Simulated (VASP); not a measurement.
# InSb (F-43m) in VASP: further runs

The runs below take InSb through single point, with PBE.

All numbers are computed with VASP 6.6.1; they aren't measurements. Logs are shortened: lines on timing, memory, paths and dates and some standing lists are left out, and cuts for length are marked.

**1. The cell of the first run**

The structure is cubic, space group F-43m (No. 216). Conventional cell: a = 6.478 Å, b = 6.478 Å, c = 6.478 Å, α = 90.00°, β = 90.00°, γ = 90.00°. In (site symmetry -43m) has 4 Sb at 2.81 Å within 3.7 Å. Sb (site symmetry -43m) has 4 In at 2.81 Å within 3.7 Å.

**2. Single point, PBE**

Input file INCAR:

```
SYSTEM = InSb
ALGO = Normal ; EDIFF = 1E-7
ENCUT = 520 ; GGA = PE
ISIF = 2 ; ISMEAR = 0
LASPH = .TRUE. ; LCHARG = .FALSE.
LREAL = .FALSE. ; LWAVE = .FALSE.
NBANDS = 16 ; NELM = 60
PREC = Accurate ; SIGMA = 0.1
```

Input file KPOINTS:

```
k-points
0
G
  4 4 4
  0 0 0
```

Input file POSCAR:

```
InSb
1.0
    0.0000000000      3.2390999800      3.2390999800
    3.2390999800      0.0000000000      3.2390999800
    3.2390999800      3.2390999800      0.0000000000
In Sb
1 1
Direct
    0.0000000000      0.0000000000      0.0000000000
    0.2500000000      0.2500000000      0.2500000000
```

Potentials or basis: VASP PAW PBE potentials, release 64 (In_d, Sb).

Started as:

```sh
> cat potpaw_PBE.64/In_d/POTCAR potpaw_PBE.64/Sb/POTCAR > POTCAR
> mpirun -np 1 vasp_std > vasp.out
```

OUTCAR:

```text
SYSTEM = InSb
   EDIFF = 1E-7
   ENCUT = 520
   GGA = PE
   ISIF = 2
   ISMEAR = 0
   LASPH = .TRUE.
   LREAL = .FALSE.
   NELM = 60
   PREC = Accurate

 ion  position               nearest neighbor table
   1  0.000  0.000  0.000-   2 2.81   2 2.81   2 2.81   2 2.81
   2  0.250  0.250  0.250-   1 2.81   1 2.81   1 2.81   1 2.81

  LATTYP: Found a face centered cubic cell.
 ALAT       =     6.4781999600

  Lattice vectors:

 A1 = (   0.0000000000,   3.2390999800,   3.2390999800)
 A2 = (   3.2390999800,   0.0000000000,   3.2390999800)
 A3 = (   3.2390999800,   3.2390999800,   0.0000000000)

Analysis of symmetry for initial positions (statically):
=====================================================================
 Subroutine PRICEL returns:
 Original cell was already a primitive cell.

 Routine SETGRP: Setting up the symmetry group for a
 face centered cubic supercell.

 Subroutine GETGRP returns: Found 24 space group operations
 (whereof 24 operations were pure point group operations)
 out of a pool of 48 trial point group operations.

The static configuration has the point symmetry T_d .

Analysis of symmetry for dynamics (positions and initial velocities):
=====================================================================
 Subroutine PRICEL returns:
 Original cell was already a primitive cell.

 Routine SETGRP: Setting up the symmetry group for a
 face centered cubic supercell.

 Subroutine GETGRP returns: Found 24 space group operations
 (whereof 24 operations were pure point group operations)
 out of a pool of 48 trial point group operations.

The dynamic configuration has the point symmetry T_d .

 Subroutine INISYM returns: Found 24 space group operations
 (whereof 24 operations are pure point group operations),
 and found     1 'primitive' translations

----------------------------------------------------------------------------------------

                                     Primitive cell

  volume of cell :      67.9678

  direct lattice vectors                    reciprocal lattice vectors
     0.000000000  3.239099980  3.239099980    -0.154363867  0.154363867  0.154363867
     3.239099980  0.000000000  3.239099980     0.154363867 -0.154363867  0.154363867
     3.239099980  3.239099980  0.000000000     0.154363867  0.154363867 -0.154363867

  length of vectors
     4.580779122  4.580779122  4.580779122     0.267366061  0.267366061  0.267366061

  position of ions in fractional coordinates (direct lattice)
     0.000000000  0.000000000  0.000000000
     0.250000000  0.250000000  0.250000000

  ion indices of the primitive-cell ions
   primitive index   ion index
                 1           1
                 2           2

----------------------------------------------------------------------------------------

 KPOINTS: k-points

Automatic generation of k-mesh.
 Grid dimensions read from file:
 generate k-points for:    4    4    4

 Generating k-lattice:

  Cartesian coordinates                     Fractional coordinates (reciprocal lattice)
    -0.038590967  0.038590967  0.038590967     0.250000000  0.000000000  0.000000000
     0.038590967 -0.038590967  0.038590967     0.000000000  0.250000000  0.000000000
     0.038590967  0.038590967 -0.038590967     0.000000000  0.000000000  0.250000000

  Length of vectors
     0.066841515  0.066841515  0.066841515

  Shift w.r.t. Gamma in fractional coordinates (k-lattice)
     0.000000000  0.000000000  0.000000000

 Subroutine IBZKPT returns following result:
 ===========================================

 Found      8 irreducible k-points:

 Following reciprocal coordinates:
            Coordinates               Weight
  0.000000  0.000000  0.000000      1.000000
  0.250000  0.000000  0.000000      8.000000
  0.500000  0.000000  0.000000      4.000000
  0.250000  0.250000  0.000000      6.000000
  0.500000  0.250000  0.000000     24.000000
 -0.250000  0.250000  0.000000     12.000000
  0.500000  0.500000  0.000000      3.000000
 -0.250000  0.500000  0.250000      6.000000
   k-points           NKPTS =      8   k-points in BZ     NKDIM =      8   number of bands    NBANDS=     16
   number of dos      NEDOS =    301   number of ions     NIONS =      2
   total plane-waves  NPLWV =  46656
   dimension x,y,z NGX =    36 NGY =   36 NGZ =   36
   dimension x,y,z NGXF=    72 NGYF=   72 NGZF=   72
   ions per type =               1   1
   NGX,Y,Z   is equivalent  to a cutoff of  13.07, 13.07, 13.07 a.u.
   NGXF,Y,Z  is equivalent  to a cutoff of  26.13, 26.13, 26.13 a.u.
 SYSTEM =  InSb
   PREC   = accura    normal or accurate (medium, high low for compatibility)
   ISTART =      0    job   : 0-new  1-cont  2-samecut
   ICHARG =      2    charge: 1-file 2-atom 10-const
   ISPIN  =      1    spin polarized calculation?
   LNONCOLLINEAR =      F non collinear calculations
   LSORBIT =      F    spin-orbit coupling
   LASPH  =      T    aspherical Exc in radial PAW
   ENCUT  =  520.0 eV  38.22 Ry    6.18 a.u.   8.52  8.52  8.52*2*pi/ulx,y,z
   NELM   =     60;   NELMIN=  2; NELMDL= -5     # of ELM steps
   EDIFF  = 0.1E-06   stopping-criterion for ELM
   LREAL  =      F    real-space projection
   EDIFFG = 0.1E-05   stopping-criterion for IOM
   NSW    =      0    number of steps for IOM
   IBRION =     -1    ionic relax: 0-MD 1-quasi-New 2-CG
   NFREE  =      0    steps in history (QN), initial steepest desc. (CG)
   ISIF   =      2    stress and relaxation
   ISYM   =      2    0-nonsym 1-usesym 2-fastsym
   POTIM  = 0.5000    time-step for ionic-motion
   TEBEG  =    0.0;   TEEND  =   0.0 temperature during run
   PSTRESS=    0.0 pullay stress
   NELECT =      18.0000    total number of electrons
   NUPDOWN=      -1.0000    fix difference up-down
   EMIN   =  10.00;   EMAX   =-10.00  energy-range for DOS
   EFERMI =   0.00;   METHOD = LEGACY
   ISMEAR =     0;   SIGMA  =   0.10  broadening in eV -4-tet -1-fermi 0-gaus
   EFERMI_NEDOS =   21; number of points for ismear=-14 and -15
   IALGO  =     38    algorithm
   IMIX   =      4    mixing-type and parameters
     AMIX     =   0.40;   BMIX     =  1.00
     AMIX_MAG =   1.60;   BMIX_MAG =  1.00
  volume/ion in A,a.u.               =      33.98       229.33
  Fermi-wavevector in a.u.,A,eV,Ry     =   1.051311  1.986690 15.037912  1.105255
  Thomas-Fermi vector in A             =   2.186349
   LORBIT       =      0    0 simple, 1 ext, 2 COOP (PROOUT), +10 PAW based schemes
   GGA     = PE    functional components
   LHFCALC =     F    Hartree Fock is set to
   AEXX    =    0.0000 exact exchange contribution
   IVDW    =     0    specifies the selected vdW correction
   LEPSILON=     F    determine dielectric tensor
   LRPA    =     F    only Hartree local field effects (RPA)
 non-spin polarized calculation
 Gauss-broadening in eV      SIGMA  =   0.10
  energy-cutoff  :      520.00
  volume of cell :       67.97
 maximum number of plane-waves:      1850
 NGX is ok and might be reduce to    36
   NGX = 17   NGY = 17   NGZ = 17

 number of electron      17.9999993 magnetization

 Free energy of the ion-electron system (eV)
  ---------------------------------------------------
  ext. energy  EPLUGINS =         0.00000000
  ---------------------------------------------------
  free energy    TOTEN  =        -6.75695017 eV

  energy without entropy =       -6.75453476  energy(sigma->0) =       -6.75574246

 E-fermi :   5.1768     XC(G=0):  -8.6627

 val. band max:        5.1463147131   @ k =   0.0000   0.0000   0.0000
 cond. band min:       5.6740302129   @ k =   0.5000   0.0000   0.0000
 fundamental gap:      0.5277154998
 Fermi energy:         5.1768209870

 k-point     1 :       0.0000    0.0000    0.0000
  band No.  band energies     occupation
      1      -9.4865      2.00000
      2      -9.4865      2.00000
      3      -9.4865      2.00000
      4      -9.4027      2.00000
      5      -9.4027      2.00000
      6      -5.5734      2.00000
[... 8 lines left out ...]
     15      13.4085      0.00000
     16      13.4085      0.00000

 k-point     2 :       0.2500    0.0000    0.0000
  band No.  band energies     occupation
      1      -9.5101      2.00000
      2      -9.4761      2.00000
      3      -9.4761      2.00000
      4      -9.4029      2.00000
      5      -9.4029      2.00000
      6      -5.0330      2.00000
[... 8 lines left out ...]
     15      12.4204      0.00000
     16      12.4204      0.00000

 k-point     3 :       0.5000    0.0000    0.0000
  band No.  band energies     occupation
      1      -9.5331      2.00000
      2      -9.4678      2.00000
      3      -9.4678      2.00000
      4      -9.4009      2.00000
      5      -9.4009      2.00000
      6      -4.2013      2.00000
[... 8 lines left out ...]
     15      14.3225      0.00000
     16      14.3225      0.00000

 k-point     4 :       0.2500    0.2500    0.0000
  band No.  band energies     occupation
      1      -9.5283      2.00000
      2      -9.4648      2.00000
      3      -9.4648      2.00000
      4      -9.4115      2.00000
      5      -9.3981      2.00000
      6      -4.8432      2.00000
[... 8 lines left out ...]
     15      13.9594      0.00000
     16      14.0316      0.00000

 k-point     5 :       0.5000    0.2500    0.0000
  band No.  band energies     occupation
      1      -9.5468      2.00000
      2      -9.4578      2.00000
      3      -9.4543      2.00000
      4      -9.4116      2.00000
      5      -9.3981      2.00000
      6      -3.9565      2.00000
[... 8 lines left out ...]
     15      14.5579      0.00000
     16      14.8875      0.00000

 k-point     6 :      -0.2500    0.2500    0.0000
  band No.  band energies     occupation
      1      -9.5338      2.00000
      2      -9.4639      2.00000
      3      -9.4639      2.00000
      4      -9.4047      2.00000
      5      -9.4030      2.00000
      6      -4.2859      2.00000
[... 8 lines left out ...]
     15      13.3501      0.00000
     16      15.0263      0.00000

 k-point     7 :       0.5000    0.5000    0.0000
  band No.  band energies     occupation
      1      -9.5658      2.00000
      2      -9.4424      2.00000
      3      -9.4424      2.00000
      4      -9.4222      2.00000
      5      -9.3936      2.00000
      6      -3.5858      2.00000
[... 8 lines left out ...]
     15      15.3434      0.00000
     16      15.7338      0.00000

 k-point     8 :      -0.2500    0.5000    0.2500
  band No.  band energies     occupation
      1      -9.5528      2.00000
      2      -9.4577      2.00000
      3      -9.4452      2.00000
      4      -9.4120      2.00000
      5      -9.4003      2.00000
      6      -3.5484      2.00000
[... 8 lines left out ...]
     15      14.9321      0.00000
     16      15.6292      0.00000

------------------------ aborting loop because EDIFF is reached ----------------------------------------

  FORCE on cell =-STRESS in cart. coord.  units (eV):
  Direction    XX          YY          ZZ          XY          YZ          ZX
  --------------------------------------------------------------------------------------
  -------------------------------------------------------------------------------------
  Total        1.5530392      1.5530392      1.5530392     -0.0000000     -0.0000000     -0.0000000
  in kB       36.6091755     36.6091755     36.6091755     -0.0000000     -0.0000000     -0.0000000
  external PRESSURE =      36.6091755 kB  Pullay stress =       0.0000000 kB

 VOLUME and BASIS-vectors are now :
 -----------------------------------------------------------------------------
  energy-cutoff  :      520.00
  volume of cell :       67.97
      direct lattice vectors                 reciprocal lattice vectors
     0.000000000  3.239099980  3.239099980    -0.154363867  0.154363867  0.154363867
     3.239099980  0.000000000  3.239099980     0.154363867 -0.154363867  0.154363867
     3.239099980  3.239099980  0.000000000     0.154363867  0.154363867 -0.154363867

 POSITION                                       TOTAL-FORCE (eV/Angst)
 -----------------------------------------------------------------------------------
      0.00000      0.00000      0.00000         0.000000      0.000000      0.000000
      1.61955      1.61955      1.61955        -0.000000     -0.000000     -0.000000
 -----------------------------------------------------------------------------------
    total drift:                               -0.000000     -0.000000     -0.000000

  FREE ENERGIE OF THE ION-ELECTRON SYSTEM (eV)
  ---------------------------------------------------
  free  energy   TOTEN  =        -6.7569501727 eV

  energy  without entropy=       -6.7545347563  energy(sigma->0) =       -6.75574246
```

Run time: 16 s. Hardware: 1 thread of Intel Xeon 6975P-C, shared host; peak memory 0.2 GiB.

Results:

```
Free energy            : -6.7570 eV
Pressure               : 3.7 GPa
Band gap on the k mesh : zero (filled and empty bands touch)
```

Levels at points of the mesh, in eV from the Fermi level:
```
           k point  band 6  band 7  band 8  band 9  band 10  band 11  band 12  band 13
(0.00, 0.00, 0.00)  -10.75   -0.22   -0.03   -0.03    -0.03     2.91     2.91     2.91
(0.50, 0.00, 0.00)   -9.38   -5.66   -1.04   -1.04     0.50     3.76     3.76     6.06
(0.50, 0.50, 0.00)   -8.76   -5.96   -2.30   -2.30     1.29     1.30     8.11     8.11
```

Caveat: the k points lie up to 0.42 Å⁻¹ apart; spin-orbit coupling is left out, which moves the levels of the heavy elements.

**3. Single point, PBE (volume scaled by 0.88)**

Input file INCAR:

```
PREC     = Accurate       # precision mode
ENCUT    = 520            # plane-wave cutoff, eV
EDIFF    = 1E-7           # SCF threshold, eV
ISMEAR   = 0              # smearing method
SIGMA    = 0.1            # smearing width, eV
LREAL    = F              # projectors in reciprocal space
LASPH    = T              # aspherical terms in the spheres
NELM     = 60             # most SCF steps
ALGO     = Normal         # electronic algorithm
ISIF     = 2              # what is computed and relaxed
LWAVE    = F              # write WAVECAR
LCHARG   = T              # write CHGCAR
GGA      = PE             # functional
LELF     = T              # ELF
LVHAR    = T            
NBANDS   = 16             # bands
```

Input file KPOINTS:

```
regular mesh
0
Gamma
  14 14 14
```

Input file POSCAR:

```
InSb
1.0
    0.0000000000      3.1790181045      3.1790181045
    3.1790181045      0.0000000000      3.1790181045
    3.1790181045      3.1790181045      0.0000000000
In Sb
1 1
Direct
    0.0000000000      0.0000000000      0.0000000000
    0.2500000000      0.2500000000      0.2500000000
```

Potentials or basis: VASP PAW PBE potentials, release 64 (In_d, Sb).

Started as:

```sh
> cat potpaw_PBE.64/In_d/POTCAR potpaw_PBE.64/Sb/POTCAR > POTCAR
> mpirun -np 1 vasp_std > vasp.out
```

Run time: 2.2 min. Hardware: 1 thread of Intel Xeon 6975P-C, shared host; peak memory 0.28 GiB.

The run converged. Its results:

| Property | Result |
| --- | --- |
| Free energy | -6.7984 eV |
| Pressure | 6.4 GPa |
| Band gap on the k mesh | 0.14 eV, direct |

Levels at points of the mesh, in eV from the valence-band top:
| k point | band 7 | band 8 | band 9 | band 10 | band 11 | band 12 |
| --- | --- | --- | --- | --- | --- | --- |
| (0.00, 0.00, 0.00) | 0.00 | 0.00 | 0.00 | 0.14 | 2.95 | 2.95 |
| (0.50, 0.00, 0.00) | -5.90 | -1.10 | -1.10 | 0.64 | 3.81 | 3.81 |
| (0.50, 0.50, 0.00) | -6.17 | -2.46 | -2.46 | 1.24 | 1.29 | 8.49 |

Caveat: spin-orbit coupling is left out, which moves the levels of the heavy elements. A k mesh can miss the band edges.
